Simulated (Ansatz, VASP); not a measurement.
One calculation of Cu, two programs

Contents of INCAR:

```
PREC     = Accurate       # precision mode
ENCUT    = 520            # plane-wave cutoff, eV
EDIFF    = 1E-6           # SCF threshold, eV
ISMEAR   = 0              # smearing method
SIGMA    = 0.15           # smearing width, eV
LREAL    = False          # projectors in reciprocal space
LASPH    = True           # aspherical terms in the spheres
NELM     = 60             # most SCF steps
ALGO     = Normal         # electronic algorithm
ISIF     = 2              # what is computed and relaxed
LWAVE    = False          # write WAVECAR
LCHARG   = False          # write CHGCAR
GGA      = PS             # functional
NBANDS   = 12             # bands
```

Contents of KPOINTS:

```
regular mesh
0
Gamma
  28 28 28
```

File POSCAR:

```
Cu
1.0
    0.0000000000      1.7816860088      1.7816860088
    1.7816860088      0.0000000000      1.7816860088
    1.7816860088      1.7816860088      0.0000000000
Cu
1
Direct
    0.0000000000      0.0000000000      0.0000000000
```

Input for Ansatz:

```yaml
crystal:
  lattice:
    - [0.0, 1.7816860088, 1.7816860088]
    - [1.7816860088, 0.0, 1.7816860088]
    - [1.7816860088, 1.7816860088, 0.0]
  atoms:
    - { symbol: Cu, position: [0.0, 0.0, 0.0] }
basis:
  ecutwfc: 420
kpoints:
  mp_grid: { grid: [28, 28, 28] }
hamiltonian:
  xc: pbesol
scf:
  occupations: { method: gaussian, width: 0.15 }
output:
  forces: true
  stress: true
  eigenvalues: true
```

Alike in both runs: task single point; functional PBEsol; k mesh 28 × 28 × 28; occupations gaussian, width 0.15 eV; no spin polarisation.

```csv
,VASP,Ansatz
version,VASP 6.6.1,Ansatz 0.2.0
potentials or method,"VASP PAW PBE potentials, release 64 (Cu), cutoff 520 eV","scalar-relativistic, plane waves, PAW"
valence electrons in the cell,11,19
```

VASP gave:

- gap on the k mesh at the Fermi level (eV): none
- pressure (GPa): 0.7

Question: Which values does Ansatz return?

Answer: gap on the k mesh at the Fermi level (eV): none; pressure (GPa): 0.0.

VASP's potentials were made for PBE, not for PBEsol. A gap of «none» marks a metal or a gap that the smearing closes. VASP's potentials hold 11 valence electrons a cell and Ansatz's 19, so a difference there can come from the potentials and not from the codes.
